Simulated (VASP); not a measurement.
# SnO (P4/nmm) in VASP: notebook, part 2 of 2

VASP 6.6.1. The steps go on from the part before.

## 3. Single point, PBE

INCAR

```
SYSTEM = SnO
  PREC = Accurate
  ENCUT = 1340
  EDIFF = 1E-6
  ISMEAR = -1
  SIGMA = 0.02
  LREAL = .FALSE.
  LASPH = .TRUE.
  NELM = 120
  ALGO = Normal
  ISIF = 2
  LWAVE = .FALSE.
  LCHARG = .TRUE.
  GGA = PE
  LELF = .TRUE.
  LVHAR = .TRUE.
  NBANDS = 28
  GGA_COMPAT = .FALSE.
```

KPOINTS

```
regular mesh
0
G
  6 6 6
  0 0 0
```

POSCAR

```
SnO
1.0
    3.7926488455      0.0000000000      0.0000000000
    0.0000000000      3.7926488455      0.0000000000
    0.0000000000      0.0000000000      4.7582138958
Sn O
2 2
Direct
    0.5000000000      0.0000000000      0.2410340807
    0.0000000000      0.5000000000      0.7589659193
    0.0000000000      0.0000000000      0.0000000000
    0.5000000000      0.5000000000      0.0000000000
```

Potentials or basis: VASP PAW PBE potentials, release 64 (Sn_d, O_h).

Run with:

```bash
$ cat potpaw_PBE.64/Sn_d/POTCAR potpaw_PBE.64/O_h/POTCAR > POTCAR
$ mpirun -np 1 vasp_std > vasp.out
```

OUTCAR:

```text
SYSTEM = SnO
   PREC = Accurate
   ENCUT = 1340
   EDIFF = 1E-6
   ISMEAR = -1
   LREAL = .FALSE.
   LASPH = .TRUE.
   NELM = 120
   ISIF = 2
   GGA = PE

 ion  position               nearest neighbor table
   1  0.500  0.000  0.241-   3 2.22   4 2.22   4 2.22   3 2.22   2 3.53   2 3.53   2 3.53   2 3.53
                             2 3.64   2 3.64   2 3.64   2 3.64
   2  0.000  0.500  0.759-   3 2.22   4 2.22   3 2.22   4 2.22   1 3.53   1 3.53   1 3.53   1 3.53
                             1 3.64   1 3.64   1 3.64   1 3.64
   3  0.000  0.000  0.000-   1 2.22   2 2.22   2 2.22   1 2.22
   4  0.500  0.500  0.000-   1 2.22   2 2.22   1 2.22   2 2.22

  LATTYP: Found a simple tetragonal cell.
 ALAT       =     3.7926488455
 C/A-ratio  =     1.2545885711

  Lattice vectors:

 A1 = (   3.7926488455,   0.0000000000,   0.0000000000)
 A2 = (   0.0000000000,   3.7926488455,   0.0000000000)
 A3 = (   0.0000000000,   0.0000000000,   4.7582138958)

Analysis of symmetry for initial positions (statically):
=====================================================================
 Subroutine PRICEL returns:
 Original cell was already a primitive cell.

 Routine SETGRP: Setting up the symmetry group for a
 simple tetragonal supercell.

 Subroutine GETGRP returns: Found 16 space group operations
 (whereof  8 operations were pure point group operations)
 out of a pool of 16 trial point group operations.

The static configuration has the point symmetry D_2d.
 The point group associated with its full space group is D_4h.

Analysis of symmetry for dynamics (positions and initial velocities):
=====================================================================
 Subroutine PRICEL returns:
 Original cell was already a primitive cell.

 Routine SETGRP: Setting up the symmetry group for a
 simple tetragonal supercell.

 Subroutine GETGRP returns: Found 16 space group operations
 (whereof  8 operations were pure point group operations)
 out of a pool of 16 trial point group operations.

The dynamic configuration has the point symmetry D_2d.
 The point group associated with its full space group is D_4h.

 Subroutine INISYM returns: Found 16 space group operations
 (whereof  8 operations are pure point group operations),
 and found     1 'primitive' translations

----------------------------------------------------------------------------------------

                                     Primitive cell

  volume of cell :      68.4430

  direct lattice vectors                    reciprocal lattice vectors
     3.792648846  0.000000000  0.000000000     0.263667964  0.000000000  0.000000000
     0.000000000  3.792648846  0.000000000     0.000000000  0.263667964  0.000000000
     0.000000000  0.000000000  4.758213896     0.000000000  0.000000000  0.210162893

  length of vectors
     3.792648846  3.792648846  4.758213896     0.263667964  0.263667964  0.210162893

  position of ions in fractional coordinates (direct lattice)
     0.500000000  0.000000000  0.241034081
     0.000000000  0.500000000  0.758965919
     0.000000000  0.000000000  0.000000000
     0.500000000  0.500000000  0.000000000

  ion indices of the primitive-cell ions
   primitive index   ion index
                 1           1
                 2           2
                 3           3
                 4           4

[... 30 lines left out ...]
  0.333333  0.000000  0.000000      4.000000
  0.500000  0.000000  0.000000      2.000000
  0.166667  0.166667  0.000000      4.000000
  0.333333  0.166667  0.000000      8.000000
[... 16 lines left out ...]
  0.333333  0.000000  0.333333      8.000000
  0.500000  0.000000  0.333333      4.000000
 [... further k-points ...]
   k-points           NKPTS =     40   k-points in BZ     NKDIM =     40   number of bands    NBANDS=     28
   number of dos      NEDOS =    301   number of ions     NIONS =      4
   total plane-waves  NPLWV = 138240
   dimension x,y,z NGX =    48 NGY =   48 NGZ =   60
   dimension x,y,z NGXF=    96 NGYF=   96 NGZF=  120
   ions per type =               2   2
   NGX,Y,Z   is equivalent  to a cutoff of  21.04, 21.04, 20.96 a.u.
   NGXF,Y,Z  is equivalent  to a cutoff of  42.08, 42.08, 41.93 a.u.
 SYSTEM =  SnO
   PREC   = accura    normal or accurate (medium, high low for compatibility)
   ISTART =      0    job   : 0-new  1-cont  2-samecut
   ICHARG =      2    charge: 1-file 2-atom 10-const
   ISPIN  =      1    spin polarized calculation?
   LNONCOLLINEAR =      F non collinear calculations
   LSORBIT =      F    spin-orbit coupling
   LASPH  =      T    aspherical Exc in radial PAW
   ENCUT  = 1340.0 eV  98.49 Ry    9.92 a.u.  11.32 11.32 14.20*2*pi/ulx,y,z
   NELM   =    120;   NELMIN=  2; NELMDL= -5     # of ELM steps
   EDIFF  = 0.1E-05   stopping-criterion for ELM
   LREAL  =      F    real-space projection
   EDIFFG = 0.1E-04   stopping-criterion for IOM
   NSW    =      0    number of steps for IOM
   IBRION =     -1    ionic relax: 0-MD 1-quasi-New 2-CG
   NFREE  =      0    steps in history (QN), initial steepest desc. (CG)
   ISIF   =      2    stress and relaxation
   ISYM   =      2    0-nonsym 1-usesym 2-fastsym
   POTIM  = 0.5000    time-step for ionic-motion
   TEBEG  =    0.0;   TEEND  =   0.0 temperature during run
   PSTRESS=    0.0 pullay stress
   NELECT =      40.0000    total number of electrons
   NUPDOWN=      -1.0000    fix difference up-down
   EMIN   =  10.00;   EMAX   =-10.00  energy-range for DOS
   EFERMI =   0.00;   METHOD = LEGACY
   ISMEAR =    -1;   SIGMA  =   0.02  broadening in eV -4-tet -1-fermi 0-gaus
   EFERMI_NEDOS =   21; number of points for ismear=-14 and -15
   IALGO  =     38    algorithm
   IMIX   =      4    mixing-type and parameters
     AMIX     =   0.40;   BMIX     =  1.00
     AMIX_MAG =   1.60;   BMIX_MAG =  1.00
  volume/ion in A,a.u.               =      17.11       115.47
  Fermi-wavevector in a.u.,A,eV,Ry     =   1.368732  2.586528 25.489525  1.873427
  Thomas-Fermi vector in A             =   2.494670
   LORBIT       =      0    0 simple, 1 ext, 2 COOP (PROOUT), +10 PAW based schemes
   GGA     = PE    functional components
   LHFCALC =     F    Hartree Fock is set to
   AEXX    =    0.0000 exact exchange contribution
   IVDW    =     0    specifies the selected vdW correction
   LEPSILON=     F    determine dielectric tensor
   LRPA    =     F    only Hartree local field effects (RPA)
 non-spin polarized calculation
  energy-cutoff  :     1340.00
  volume of cell :       68.44
 maximum number of plane-waves:      7680
 NGX is ok and might be reduce to    48
   NGX = 23   NGY = 23   NGZ = 29

 number of electron      39.9999998 magnetization

 Free energy of the ion-electron system (eV)
  ---------------------------------------------------
  ext. energy  EPLUGINS =         0.00000000
  ---------------------------------------------------
  free energy    TOTEN  =       -22.65494005 eV

  energy without entropy =      -22.65440064  energy(sigma->0) =      -22.65467034

 E-fermi :   7.6789     XC(G=0): -10.3902

 val. band max:        7.6651560150   @ k =   0.5000   0.5000   0.0000
 cond. band min:       7.7267430600   @ k =   0.0000   0.0000   0.0000
 fundamental gap:      0.0615870449
 Fermi energy:         7.6789487025

 k-point     1 :       0.0000    0.0000    0.0000
  band No.  band energies     occupation
      1     -14.3954      2.00000
      2     -13.9352      2.00000
      3     -13.9352      2.00000
      4     -13.9269      2.00000
      5     -13.8846      2.00000
      6     -13.8803      2.00000
[... 733 lines left out ...]
     27      16.8882      0.00000
     28      16.8882      0.00000

 [... further k-points ...]

------------------------ aborting loop because EDIFF is reached ----------------------------------------

  FORCE on cell =-STRESS in cart. coord.  units (eV):
  Direction    XX          YY          ZZ          XY          YZ          ZX
  --------------------------------------------------------------------------------------
  -------------------------------------------------------------------------------------
  Total        2.5091505      2.5091505      2.1318568      0.0000000      0.0000000      0.0000000
  in kB       58.7365004     58.7365004     49.9044614      0.0000000      0.0000000      0.0000000
  external PRESSURE =      55.7924874 kB  Pullay stress =       0.0000000 kB

 VOLUME and BASIS-vectors are now :
 -----------------------------------------------------------------------------
  energy-cutoff  :     1340.00
  volume of cell :       68.44
      direct lattice vectors                 reciprocal lattice vectors
     3.792648846  0.000000000  0.000000000     0.263667964  0.000000000  0.000000000
     0.000000000  3.792648846  0.000000000     0.000000000  0.263667964  0.000000000
     0.000000000  0.000000000  4.758213896     0.000000000  0.000000000  0.210162893

 POSITION                                       TOTAL-FORCE (eV/Angst)
 -----------------------------------------------------------------------------------
      1.89632      0.00000      1.14689        -0.000000      0.000000      0.574122
      0.00000      1.89632      3.61132         0.000000      0.000000     -0.574122
      0.00000      0.00000      0.00000         0.000000      0.000000      0.000000
      1.89632      1.89632      0.00000        -0.000000      0.000000      0.000000
 -----------------------------------------------------------------------------------
    total drift:                                0.000000      0.000000     -0.000000

  FREE ENERGIE OF THE ION-ELECTRON SYSTEM (eV)
  ---------------------------------------------------
  free  energy   TOTEN  =       -22.6549400465 eV

  energy  without entropy=      -22.6544006396  energy(sigma->0) =      -22.65467034
```

OSZICAR:

```text
N       E                     dE             d eps       ncg     rms          rms(c)
DAV:   1     0.584128333362E+03    0.58413E+03   -0.33891E+04  2292   0.395E+03
DAV:   2     0.998770861024E+02   -0.48425E+03   -0.46774E+03  2272   0.855E+02
DAV:   3    -0.136132975908E+02   -0.11349E+03   -0.10892E+03  2748   0.250E+02
DAV:   4    -0.258823239805E+02   -0.12269E+02   -0.12069E+02  2720   0.770E+01
DAV:   5    -0.262788583818E+02   -0.39653E+00   -0.39576E+00  2472   0.144E+01    0.118E+01
DAV:   6    -0.226411527725E+02    0.36377E+01   -0.14821E+01  3740   0.434E+01    0.481E+00
DAV:   7    -0.226754924510E+02   -0.34340E-01   -0.20072E+00  2548   0.859E+00    0.259E+00
DAV:   8    -0.226648584345E+02    0.10634E-01   -0.33878E-01  3272   0.432E+00    0.878E-01
DAV:   9    -0.226537956068E+02    0.11063E-01   -0.58536E-02  3632   0.256E+00    0.259E-01
DAV:  10    -0.226553613329E+02   -0.15657E-02   -0.86205E-03  3056   0.884E-01    0.169E-01
DAV:  11    -0.226549000201E+02    0.46131E-03   -0.22014E-03  3532   0.461E-01    0.226E-02
DAV:  12    -0.226549556990E+02   -0.55679E-04   -0.46303E-04  2356   0.129E-01    0.421E-02
DAV:  13    -0.226549412311E+02    0.14468E-04   -0.39870E-05  3016   0.569E-02    0.104E-02
DAV:  14    -0.226549399389E+02    0.12922E-05   -0.80594E-06  2708   0.203E-02    0.230E-03
DAV:  15    -0.226549400465E+02   -0.10759E-06   -0.87656E-07  1476   0.641E-03
   1 F= -.22654940E+02 E0= -.22654670E+02  d E =-.539407E-03
```

stdout:

```text
POSCAR found type information on POSCAR SnO
 POSCAR found :  2 types and       4 ions
 scaLAPACK will be used
 LDA part: xc-table for (Slater+PW92), standard interpolation
 POSCAR, INCAR and KPOINTS ok, starting setup
 FFT: planning ... GRIDC
 FFT: planning ... GRID_SOFT
 FFT: planning ... GRID
 WAVECAR not read
 entering main loop
```

Wall time 4.1 min (1 thread of AMD EPYC 7R13 (Zen 3), shared host); peak memory 0.47 GiB.

What came out:

| Item | Value |
| --- | --- |
| Free energy | -22.6549 eV |
| Pressure | 5.6 GPa |
| Largest force | 0.574 eV/Å |
| Band gap on the k mesh | zero (bands 20 and 21 overlap by 0.06 eV) |

Forces in eV/Å, atoms in the order of the input:
```
Sn   0.000  0.000  0.574
Sn   0.000  0.000 -0.574
O    0.000  0.000  0.000
O    0.000  0.000  0.000
```

Stress tensor (GPa, compression positive):
```
5.87 0.00 0.00
0.00 5.87 0.00
0.00 0.00 4.99
```

Levels at points of the mesh, in eV from the Fermi level:
| k point | band 16 | band 17 | band 18 | band 19 | band 20 | band 21 | band 22 | band 23 | band 24 | band 25 |
| --- | --- | --- | --- | --- | --- | --- | --- | --- | --- | --- |
| (0.00, 0.00, 0.00) | -6.39 | -3.55 | -3.25 | -3.25 | 0.05 | 2.21 | 4.57 | 4.64 | 4.64 | 5.87 |
| (0.50, 0.00, 0.00) | -5.09 | -4.95 | -4.95 | -2.78 | -2.78 | 3.32 | 3.32 | 5.94 | 5.94 | 6.16 |
| (0.50, 0.50, 0.00) | -5.22 | -2.58 | -2.58 | -1.88 | -1.88 | -0.01 | -0.01 | 4.52 | 4.52 | 7.49 |
| (0.00, 0.00, 0.50) | -3.63 | -3.27 | -3.27 | -2.96 | -2.25 | 1.72 | 2.88 | 2.88 | 3.66 | 8.12 |
| (0.50, 0.00, 0.50) | -5.59 | -4.90 | -4.90 | -1.76 | -1.76 | 2.69 | 2.69 | 5.41 | 5.41 | 6.83 |
| (0.50, 0.50, 0.50) | -5.72 | -2.75 | -2.75 | -2.59 | -2.59 | 2.31 | 2.31 | 4.23 | 4.23 | 5.68 |

Caveat: the cell stands under pressure; semilocal functionals underestimate gaps, and a narrow one can read as zero; spin-orbit coupling is left out, which moves the levels of the heavy elements.

The gap in the log of VASP goes by the Fermi energy; the results here count the filled bands.